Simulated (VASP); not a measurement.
# HfB2 (Cmmm) in VASP: a series of runs

HfB2 is run at these levels: PBEsol; tasks: single point.

Program: VASP 6.6.1. These are calculated values, not measurements. Logs are shortened: lines on timing, memory, paths and dates and some standing lists are left out, and cuts for length are marked.

**1. The cell of the first run**

It takes space group Cmmm (No. 65, orthorhombic). The conventional cell has a = 3.133 Å, b = 5.426 Å, c = 3.479 Å, α = 90.00°, β = 90.00°, γ = 90.00°. Within 3.3 Å of Hf (site symmetry mmm) lie 12 B at 2.48 to 2.53 Å and 6 Hf at 3.13 Å. Within 2.3 Å of B (site symmetry m2m) lie 3 B at 1.77 to 1.90 Å.

**2. Single point, PBEsol (shortest bond scaled by 1.05)**

INCAR reads:

```
SYSTEM = HfB2
PREC = Accurate ; ENCUT = 520
EDIFF = 1E-6 ; ISMEAR = -1
SIGMA = 0.05 ; LREAL = .False.
LASPH = .True. ; NELM = 60
ALGO = Normal ; ISIF = 2
LWAVE = .False. ; LCHARG = .True.
GGA = PS ; LELF = .True.
LVHAR = .True. ; NBANDS = 15
```

KPOINTS reads:

```
regular mesh
0
Gamma
  10 10 8
  0 0 0
```

POSCAR reads:

```
HfB2
1.0
    3.1326790839      0.0000000000      0.0000000000
   -1.5663395419      2.7129796685      0.0000000000
    0.0000000000      0.0000000000      3.4792139900
Hf B
1 2
Direct
    0.0000000000      0.0000000000      0.0000000000
    0.3500000000      0.6750000000      0.5000000000
    0.6500000000      0.3250000000      0.5000000000
```

Potentials or basis: VASP PAW PBE potentials, release 64 (Hf_pv, B).

Command:

```sh
cat potpaw_PBE.64/Hf_pv/POTCAR potpaw_PBE.64/B/POTCAR > POTCAR
mpirun -np 1 vasp_std > vasp.out
```

OUTCAR:

```text
SYSTEM = HfB2
   PREC = Accurate
   ENCUT = 520
   EDIFF = 1E-6
   ISMEAR = -1
   LREAL = .False.
   LASPH = .True.
   NELM = 60
   ISIF = 2
   GGA = PS

 ion  position               nearest neighbor table
   1  0.000  0.000  0.000-   3 2.48   3 2.48   2 2.48   2 2.48   3 2.53   3 2.53   2 2.53   2 2.53
                             2 2.53   3 2.53   2 2.53   3 2.53
   2  0.350  0.675  0.500-   3 1.77   3 1.77   3 1.90   1 2.48   1 2.48   1 2.53   1 2.53   1 2.53
                             1 2.53
   3  0.650  0.325  0.500-   2 1.77   2 1.77   2 1.90   1 2.48   1 2.48   1 2.53   1 2.53   1 2.53
                             1 2.53

  LATTYP: Found a hexagonal cell.
 ALAT       =     3.1326790839
 C/A-ratio  =     1.1106193443

  Lattice vectors:

 A1 = (   3.1326790839,   0.0000000000,   0.0000000000)
 A2 = (  -1.5663395419,   2.7129796685,   0.0000000000)
 A3 = (   0.0000000000,   0.0000000000,   3.4792139900)

Analysis of symmetry for initial positions (statically):
=====================================================================
 Subroutine PRICEL returns:
 Original cell was already a primitive cell.

 Routine SETGRP: Setting up the symmetry group for a
 hexagonal supercell.

 Subroutine GETGRP returns: Found  8 space group operations
 (whereof  8 operations were pure point group operations)
 out of a pool of 24 trial point group operations.

The static configuration has the point symmetry D_2h.

Analysis of symmetry for dynamics (positions and initial velocities):
=====================================================================
 Subroutine PRICEL returns:
 Original cell was already a primitive cell.

 Routine SETGRP: Setting up the symmetry group for a
 hexagonal supercell.

 Subroutine GETGRP returns: Found  8 space group operations
 (whereof  8 operations were pure point group operations)
 out of a pool of 24 trial point group operations.

The dynamic configuration has the point symmetry D_2h.

 Subroutine INISYM returns: Found  8 space group operations
 (whereof  8 operations are pure point group operations),
 and found     1 'primitive' translations

----------------------------------------------------------------------------------------

                                     Primitive cell

  volume of cell :      29.5695

  direct lattice vectors                    reciprocal lattice vectors
     3.132679084  0.000000000  0.000000000     0.319215589  0.184299206  0.000000000
    -1.566339542  2.712979669  0.000000000     0.000000000  0.368598413  0.000000000
     0.000000000  0.000000000  3.479213990     0.000000000  0.000000000  0.287421240

  length of vectors
     3.132679084  3.132679084  3.479213990     0.368598413  0.368598413  0.287421240

  position of ions in fractional coordinates (direct lattice)
     0.000000000  0.000000000  0.000000000
     0.350000000  0.675000000  0.500000000
     0.650000000  0.325000000  0.500000000

  ion indices of the primitive-cell ions
   primitive index   ion index
                 1           1
                 2           2
                 3           3

----------------------------------------------------------------------------------------

 KPOINTS: regular mesh

Automatic generation of k-mesh.
 Grid dimensions read from file:
 generate k-points for:   10   10    8

 Generating k-lattice:

  Cartesian coordinates                     Fractional coordinates (reciprocal lattice)
     0.031921559  0.018429921  0.000000000     0.100000000  0.000000000  0.000000000
     0.000000000  0.036859841  0.000000000     0.000000000  0.100000000  0.000000000
     0.000000000  0.000000000  0.035927655     0.000000000  0.000000000  0.125000000

  Length of vectors
     0.036859841  0.036859841  0.035927655

  Shift w.r.t. Gamma in fractional coordinates (k-lattice)
     0.000000000  0.000000000  0.000000000

 Subroutine IBZKPT returns following result:
 ===========================================

 Found    155 irreducible k-points:

 Following reciprocal coordinates:
            Coordinates               Weight
  0.000000  0.000000  0.000000      1.000000
  0.100000  0.000000  0.000000      2.000000
  0.000000  0.100000  0.000000      4.000000
  0.200000  0.000000  0.000000      2.000000
  0.000000  0.200000  0.000000      4.000000
  0.300000  0.000000  0.000000      2.000000
[... 16 lines left out ...]
  0.200000  0.200000  0.000000      4.000000
 -0.200000  0.400000  0.000000      2.000000
 [... further k-points ...]
   k-points           NKPTS =    155   k-points in BZ     NKDIM =    155   number of bands    NBANDS=     15
   number of dos      NEDOS =    301   number of ions     NIONS =      3
   total plane-waves  NPLWV =  16128
   dimension x,y,z NGX =    24 NGY =   24 NGZ =   28
   dimension x,y,z NGXF=    48 NGYF=   48 NGZF=   56
   ions per type =               1   2
   NGX,Y,Z   is equivalent  to a cutoff of  12.74, 12.74, 13.38 a.u.
   NGXF,Y,Z  is equivalent  to a cutoff of  25.47, 25.47, 26.76 a.u.
 SYSTEM =  HfB2
   PREC   = accura    normal or accurate (medium, high low for compatibility)
   ISTART =      0    job   : 0-new  1-cont  2-samecut
   ICHARG =      2    charge: 1-file 2-atom 10-const
   ISPIN  =      1    spin polarized calculation?
   LNONCOLLINEAR =      F non collinear calculations
   LSORBIT =      F    spin-orbit coupling
   LASPH  =      T    aspherical Exc in radial PAW
   ENCUT  =  520.0 eV  38.22 Ry    6.18 a.u.   5.82  5.82  6.47*2*pi/ulx,y,z
   NELM   =     60;   NELMIN=  2; NELMDL= -5     # of ELM steps
   EDIFF  = 0.1E-05   stopping-criterion for ELM
   LREAL  =      F    real-space projection
   EDIFFG = 0.1E-04   stopping-criterion for IOM
   NSW    =      0    number of steps for IOM
   IBRION =     -1    ionic relax: 0-MD 1-quasi-New 2-CG
   NFREE  =      0    steps in history (QN), initial steepest desc. (CG)
   ISIF   =      2    stress and relaxation
   ISYM   =      2    0-nonsym 1-usesym 2-fastsym
   POTIM  = 0.5000    time-step for ionic-motion
   TEBEG  =    0.0;   TEEND  =   0.0 temperature during run
   PSTRESS=    0.0 pullay stress
   NELECT =      16.0000    total number of electrons
   NUPDOWN=      -1.0000    fix difference up-down
   EMIN   =  10.00;   EMAX   =-10.00  energy-range for DOS
   EFERMI =   0.00;   METHOD = LEGACY
   ISMEAR =    -1;   SIGMA  =   0.05  broadening in eV -4-tet -1-fermi 0-gaus
   EFERMI_NEDOS =   21; number of points for ismear=-14 and -15
   IALGO  =     38    algorithm
   IMIX   =      4    mixing-type and parameters
     AMIX     =   0.40;   BMIX     =  1.00
     AMIX_MAG =   1.60;   BMIX_MAG =  1.00
  volume/ion in A,a.u.               =       9.86        66.51
  Fermi-wavevector in a.u.,A,eV,Ry     =   1.334034  2.520959 24.213571  1.779647
  Thomas-Fermi vector in A             =   2.462847
   LORBIT       =      0    0 simple, 1 ext, 2 COOP (PROOUT), +10 PAW based schemes
   GGA     = PS    functional components
   LHFCALC =     F    Hartree Fock is set to
   AEXX    =    0.0000 exact exchange contribution
   IVDW    =     0    specifies the selected vdW correction
   LEPSILON=     F    determine dielectric tensor
   LRPA    =     F    only Hartree local field effects (RPA)
 non-spin polarized calculation
  energy-cutoff  :      520.00
  volume of cell :       29.57
 maximum number of plane-waves:       816
   NGX = 11   NGY = 11   NGZ = 13

 number of electron      15.9999998 magnetization

 Free energy of the ion-electron system (eV)
  ---------------------------------------------------
  ext. energy  EPLUGINS =         0.00000000
  ---------------------------------------------------
  free energy    TOTEN  =       -27.80929238 eV

  energy without entropy =      -27.80730518  energy(sigma->0) =      -27.80829878

 E-fermi :   7.4920     XC(G=0): -12.7027

 val. band max:        7.4526575550   @ k =  -0.2000   0.5000   0.0000
 cond. band min:       7.5129541876   @ k =   0.0000   0.0000   0.5000
 fundamental gap:      0.0602966326
 Fermi energy:         7.4919515530

 k-point     1 :       0.0000    0.0000    0.0000
  band No.  band energies     occupation
      1     -22.9797      2.00000
      2     -22.4849      2.00000
      3     -22.4493      2.00000
      4      -6.1671      2.00000
      5       4.3276      2.00000
      6       4.5011      2.00000
      7       4.8113      2.00000
      8       5.1047      2.00000
      9      11.5056      0.00000
     10      11.6851      0.00000
     11      11.8121      0.00000
     12      12.0122      0.00000
     13      12.5336      0.00000
     14      12.7855      0.00000
     15      13.3864      0.00000

 k-point     2 :       0.1000    0.0000    0.0000
  band No.  band energies     occupation
      1     -22.9665      2.00000
      2     -22.5655      2.00000
      3     -22.4671      2.00000
      4      -5.9465      2.00000
      5       4.3251      2.00000
      6       4.4334      2.00000
      7       4.5912      2.00000
      8       4.7291      2.00000
      9      10.7367      0.00000
     10      11.5299      0.00000
     11      11.5709      0.00000
     12      11.8724      0.00000
     13      13.0196      0.00000
     14      13.7830      0.00000
     15      14.4535      0.00000
[... 365 lines left out ...]
      3     -22.6789      2.00000
      4      -3.8310      2.00000
      5       1.2721      2.00000
      6       2.4805      2.00000
      7       3.7492      2.00000
      8       6.8002      2.00000
      9       8.3117      0.00000
     10       8.9496      0.00000
     11      13.0409      0.00000
     12      14.5300      0.00000
     13      14.5457      0.00000
     14      14.9947      0.00000
     15      17.4700      0.00000

 k-point    24 :      -0.2000    0.4000    0.0000
  band No.  band energies     occupation
      1     -23.0100      2.00000
      2     -22.8709      2.00000
      3     -22.7085      2.00000
      4      -3.8827      2.00000
      5       0.9488      2.00000
      6       2.9213      2.00000
      7       4.0128      2.00000
      8       7.0380      1.99977
      9       7.9421      0.00025
     10       8.6666      0.00000
     11      13.2610      0.00000
     12      14.3077      0.00000
     13      14.7059      0.00000
     14      15.0231      0.00000
     15      16.5091      0.00000

 [... further k-points ...]

------------------------ aborting loop because EDIFF is reached ----------------------------------------

  FORCE on cell =-STRESS in cart. coord.  units (eV):
  Direction    XX          YY          ZZ          XY          YZ          ZX
  --------------------------------------------------------------------------------------
  -------------------------------------------------------------------------------------
  Total       -0.2432228     -0.3512343     -0.8179061      0.0935407      0.0000000      0.0000000
  in kB      -13.1786591    -19.0311008    -44.3170099      5.0683632      0.0000000      0.0000000
  external PRESSURE =     -25.5089233 kB  Pullay stress =       0.0000000 kB

 VOLUME and BASIS-vectors are now :
 -----------------------------------------------------------------------------
  energy-cutoff  :      520.00
  volume of cell :       29.57
      direct lattice vectors                 reciprocal lattice vectors
     3.132679084  0.000000000  0.000000000     0.319215589  0.184299206  0.000000000
    -1.566339542  2.712979669  0.000000000     0.000000000  0.368598413  0.000000000
     0.000000000  0.000000000  3.479213990     0.000000000  0.000000000  0.287421240

 POSITION                                       TOTAL-FORCE (eV/Angst)
 -----------------------------------------------------------------------------------
      0.00000      0.00000      0.00000        -0.000000      0.000000      0.000000
      0.03916      1.83126      1.73961        -0.935396     -0.540051      0.000000
      1.52718      0.88172      1.73961         0.935396      0.540051     -0.000000
 -----------------------------------------------------------------------------------
    total drift:                                0.000000     -0.000000     -0.000000

  FREE ENERGIE OF THE ION-ELECTRON SYSTEM (eV)
  ---------------------------------------------------
  free  energy   TOTEN  =       -27.8092923838 eV

  energy  without entropy=      -27.8073051797  energy(sigma->0) =      -27.80829878
```

Run time: 23 s. Hardware: 1 thread of Intel Xeon Platinum 8559C (Emerald Rapids), shared host; peak memory 0.19 GiB.

What came out:

```yaml
Free_energy: -27.8093 eV
Pressure: -2.6 GPa
Largest_force: 1.080 eV/Å
Band_gap_on_the_k_mesh: zero (band 8 reaches 7.79 eV, above the bottom of band 9 at 7.26 eV)
```

Forces on the atoms (eV/Å):
```
Hf   0.000  0.000  0.000
B   -0.935 -0.540  0.000
B    0.935  0.540  0.000
```

Caveat: the cell differs from its parent crystal (shortest bond scaled by 1.05); the PAW data sets were made with another functional, which shifts forces and pressure a little; spin-orbit coupling is left out, which moves the levels of the heavy elements.

**3. Single point, PBEsol (shortest bond scaled by 1.05)**

INCAR reads:

```
ALGO = Normal
EDIFF = 1E-7
ENCUT = 520
GGA = PS
ISIF = 2
ISMEAR = -1
LASPH = T
LCHARG = T
LELF = T
LREAL = F
LVHAR = T
LWAVE = F
NBANDS = 15
NELM = 80
PREC = Accurate
SIGMA = 0.05
```

KPOINTS reads:

```
k-points
0
Gamma
  10 10 8
```

POSCAR is that of step 2.

Potentials or basis: VASP PAW PBE potentials, release 64 (Hf_pv, B).

Command:

```sh
cat potpaw_PBE.64/Hf_pv/POTCAR potpaw_PBE.64/B/POTCAR > POTCAR
mpirun -np 1 vasp_std > vasp.out
```

OUTCAR:

```text
EDIFF = 1E-7
   ENCUT = 520
   GGA = PS
   ISIF = 2
   ISMEAR = -1
   LASPH = T
   LREAL = F
   NELM = 80
   PREC = Accurate

 ion  position               nearest neighbor table
   1  0.000  0.000  0.000-   3 2.48   3 2.48   2 2.48   2 2.48   3 2.53   3 2.53   2 2.53   2 2.53
                             2 2.53   3 2.53   2 2.53   3 2.53
   2  0.350  0.675  0.500-   3 1.77   3 1.77   3 1.90   1 2.48   1 2.48   1 2.53   1 2.53   1 2.53
                             1 2.53
[... 632 lines left out ...]
  Direction    XX          YY          ZZ          XY          YZ          ZX
  --------------------------------------------------------------------------------------
  -------------------------------------------------------------------------------------
  Total       -0.2430764     -0.3510763     -0.8175546      0.0935307      0.0000000      0.0000000
  in kB      -13.1707258    -19.0225412    -44.2979627      5.0678208      0.0000000      0.0000000
  external PRESSURE =     -25.4970766 kB  Pullay stress =       0.0000000 kB

 VOLUME and BASIS-vectors are now :
 -----------------------------------------------------------------------------
  energy-cutoff  :      520.00
  volume of cell :       29.57
      direct lattice vectors                 reciprocal lattice vectors
     3.132679084  0.000000000  0.000000000     0.319215589  0.184299206  0.000000000
    -1.566339542  2.712979669  0.000000000     0.000000000  0.368598413  0.000000000
     0.000000000  0.000000000  3.479213990     0.000000000  0.000000000  0.287421240

 POSITION                                       TOTAL-FORCE (eV/Angst)
 -----------------------------------------------------------------------------------
      0.00000      0.00000      0.00000         0.000000      0.000000      0.000000
      0.03916      1.83126      1.73961        -0.935400     -0.540054      0.000000
      1.52718      0.88172      1.73961         0.935400      0.540054      0.000000
 -----------------------------------------------------------------------------------
    total drift:                                0.000000     -0.000000     -0.000000

  FREE ENERGIE OF THE ION-ELECTRON SYSTEM (eV)
  ---------------------------------------------------
  free  energy   TOTEN  =       -27.8092923853 eV

  energy  without entropy=      -27.8073051812  energy(sigma->0) =      -27.80829878
```

Wall time 23 s (1 thread of Intel Xeon Platinum 8559C (Emerald Rapids), shared host); peak memory 0.19 GiB.

What came out:

```yaml
Free_energy: -27.8093 eV
Pressure: -2.5 GPa
Largest_force: 1.080 eV/Å
Band_gap_on_the_k_mesh: zero (band 8 reaches 7.79 eV, above the bottom of band 9 at 7.26 eV)
```

Forces on the atoms (eV/Å):
```
Hf   0.000  0.000  0.000
B   -0.935 -0.540  0.000
B    0.935  0.540  0.000
```

Caveat: the cell differs from its parent crystal (shortest bond scaled by 1.05); the PAW data sets were made with another functional, which shifts forces and pressure a little; spin-orbit coupling is left out, which moves the levels of the heavy elements.

**4. Single point, PBEsol (shortest bond scaled by 0.95)**

INCAR reads:

```
PREC = Accurate
ENCUT = 520
EDIFF = 1E-6
ISMEAR = -1
SIGMA = 0.05
LREAL = F
LASPH = T
NELM = 100
ALGO = Normal
ISIF = 2
LWAVE = F
LCHARG = F
GGA = PS
NBANDS = 15
```

KPOINTS reads:

```
Automatic mesh
0
Gamma
  10 10 8
```

POSCAR reads:

```
HfB2
1.0
    3.1326790839      0.0000000000      0.0000000000
   -1.5663395419      2.7129796685      0.0000000000
    0.0000000000      0.0000000000      3.4792139900
Hf B
1 2
Direct
    0.0000000000      0.0000000000      0.0000000000
    0.3166666667      0.6583333333      0.5000000000
    0.6833333333      0.3416666667      0.5000000000
```

Command:

```sh
cat potpaw_PBE.64/Hf_pv/POTCAR potpaw_PBE.64/B/POTCAR > POTCAR
mpirun -np 1 vasp_std > vasp.out
```

Wall time 21 s (1 thread of Intel Xeon Platinum 8559C (Emerald Rapids), shared host); peak memory 0.19 GiB.

It converged, with:

```
Free energy            : -27.8008 eV
Pressure               : -2.5 GPa
Largest force          : 1.357 eV/Å
Band gap on the k mesh : zero (band 8 reaches 7.85 eV, above the bottom of band 9 at 7.19 eV)
```

Forces in eV/Å, atoms in the order of the input:
```
Hf   0.000  0.000  0.000
B    1.175  0.679  0.000
B   -1.175 -0.679  0.000
```

Stress tensor (GPa, compression positive):
```
-1.35  0.22  0.00
 0.22 -1.60  0.00
 0.00  0.00 -4.43
```

Levels at points of the mesh, in eV from the Fermi level:
```tsv
k point	band 6	band 7	band 8	band 9	band 10	band 11
(0.00, 0.00, 0.00)	-2.93	-2.68	-2.41	4.03	4.18	4.38
(0.50, 0.00, 0.00)	-3.82	-3.11	-2.76	1.74	2.75	5.56
(0.00, 0.50, 0.00)	-4.20	-3.40	-2.85	2.50	2.83	5.73
(0.00, 0.00, 0.50)	-1.60	-0.47	0.01	0.79	1.03	1.10
(0.50, 0.00, 0.50)	-4.87	-4.78	-2.31	4.10	4.31	6.39
(0.00, 0.50, 0.50)	-4.90	-4.53	-2.66	4.00	4.25	6.39
```

Caveat: the cell differs from its parent crystal (shortest bond scaled by 0.95); the PAW data sets were made with another functional, which shifts forces and pressure a little; spin-orbit coupling is left out, which moves the levels of the heavy elements.
